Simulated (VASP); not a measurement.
# Ta: relaxation of cell and atoms with BLYP

Crystal: Ta.

```xyz
2
Lattice="0.0000 2.8999 2.8999 2.8999 0.0000 2.8999 2.8999 2.8999 0.0000" Properties=species:S:1:pos:R:3 pbc="T T T"
Ta    0.7250    0.7250    0.7250
Ta    5.0748    5.0748    5.0748
```

```json
{
  "Program": "VASP 6.6.1",
  "Task": "relaxation of cell and atoms",
  "Functional": "BLYP",
  "Potentials or basis": "VASP PAW PBE potentials, release 64 (Ta_pv)",
  "Cutoff": "600 eV",
  "k mesh": "9 × 9 × 9",
  "Occupations": "fermi-dirac, width 0.1 eV",
  "Spin": "no spin polarisation",
  "Dipole correction": "no",
  "Further INCAR settings": "ALGO = Normal; EDIFF = 1e-07; IBRION = 2; EDIFFG = -0.01; NSW = 80; ISIF = 3"
}
```

| Item | Value |
| --- | --- |
| Relaxed volume | 30.00 Å³/atom |
| Relaxed cell | a = 4.394 Å, b = 4.394 Å, c = 4.394 Å, α = 60.00°, β = 60.00°, γ = 60.00° |
| Space group after relaxing (to 0.05 Å) | Fd-3m (No. 227) |
| Energy gained by relaxing | 282.1 meV/atom |
| Ionic steps | 4 |
| Pressure after relaxing | 0.0 GPa |
| Band gap on the k mesh | zero (band 11 reaches 2.62 eV, above the bottom of band 12 at 1.95 eV) |

Step by step:
| step | energy change (eV) | largest force (eV/Å) | pressure (GPa) | volume (Å³) |
| --- | --- | --- | --- | --- |
| 1 | 0.0000 | 0.0000 | 18.79 | 48.77 |
| 2 | -0.2154 | 0.0000 | -8.18 | 71.87 |
| 3 | -0.5640 | 0.0000 | -0.23 | 60.24 |
| 4 | -0.5642 | 0.0000 | 0.02 | 60.00 |

Final structure:
```xyz
2
Lattice="0.0000 3.1072 3.1072 3.1072 0.0000 3.1072 3.1072 3.1072 0.0000" Properties=species:S:1:pos:R:3 pbc="T T T"
Ta    0.7768    0.7768    0.7768
Ta    5.4376    5.4376    5.4376
```

Levels at points of the mesh, in eV from the Fermi level:
```
           k point  band 9  band 10  band 11  band 12  band 13  band 14
(0.00, 0.00, 0.00)   -0.88    -0.29    -0.29    -0.29     1.88     1.88
```

Wall time 2 min on 1 thread of Intel(R) Xeon(R) 6975P-C (Granite Rapids) (shared host), peak memory 0.2 GiB.

Caveat: the volume moved by over 15 % at a fixed basis, so the end points are rough; the PAW data sets were made with another functional, which shifts forces and pressure a little; spin-orbit coupling is left out, which moves the levels of the heavy elements.
